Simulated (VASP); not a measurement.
Here is a VASP 6.6.1 calculation.

File POSCAR:

```
LiF
1.0
    0.0000000000      1.9948717404      2.0547178926
    1.9948717404      0.0000000000      2.0547178926
    1.9948717404      1.9948717404      0.0000000000
Li F
1 1
Direct
    0.0000000000      0.0000000000      0.0000000000
    0.5000000000      0.5000000000      0.5000000000
```

The input INCAR.step1:

```
PREC     = Accurate       # precision mode
ENCUT    = 520            # plane-wave cutoff, eV
ISMEAR   = 0              # smearing method
SIGMA    = 0.01           # smearing width, eV
LREAL    = F              # projectors in reciprocal space
LASPH    = T              # aspherical terms in the spheres
NELM     = 100            # most SCF steps
NBANDS   = 12             # bands
GGA      = PE             # functional
ALGO     = Normal         # electronic algorithm
EDIFF    = 1E-4           # SCF threshold, eV
LWAVE    = T              # write WAVECAR
LCHARG   = F              # write CHGCAR
```

INCAR.step2

```
PREC     = Accurate       # precision mode
ENCUT    = 520            # plane-wave cutoff, eV
EDIFF    = 1E-6           # SCF threshold, eV
ISMEAR   = 0              # smearing method
SIGMA    = 0.01           # smearing width, eV
LREAL    = F              # projectors in reciprocal space
LASPH    = T              # aspherical terms in the spheres
NELM     = 100            # most SCF steps
ALGO     = Normal         # electronic algorithm
ISIF     = 2              # what is computed and relaxed
LWAVE    = F              # write WAVECAR
LCHARG   = F              # write CHGCAR
METAGGA  = R2SCAN         # meta-GGA
LMIXTAU  = T            
NBANDS   = 12             # bands
ISTART   = 1
```

KPOINTS

```
Automatic mesh
0
Gamma
  10 10 10
```

Potentials or basis: VASP PAW PBE potentials, release 64 (Li_sv, F).

The run is started by

```bash
$ cat potpaw_PBE.64/Li_sv/POTCAR potpaw_PBE.64/F/POTCAR > POTCAR
$ cp INCAR.step1 INCAR
$ mpirun -np 1 vasp_std > vasp.out
$ cp INCAR.step2 INCAR
$ mpirun -np 1 vasp_std > vasp.out
```

What does it give for the band gap on the k mesh?

10.21 eV, direct.

Caveat: the cell differs from its parent crystal (uniaxial z strain +3.0%). A k mesh can miss the band edges.
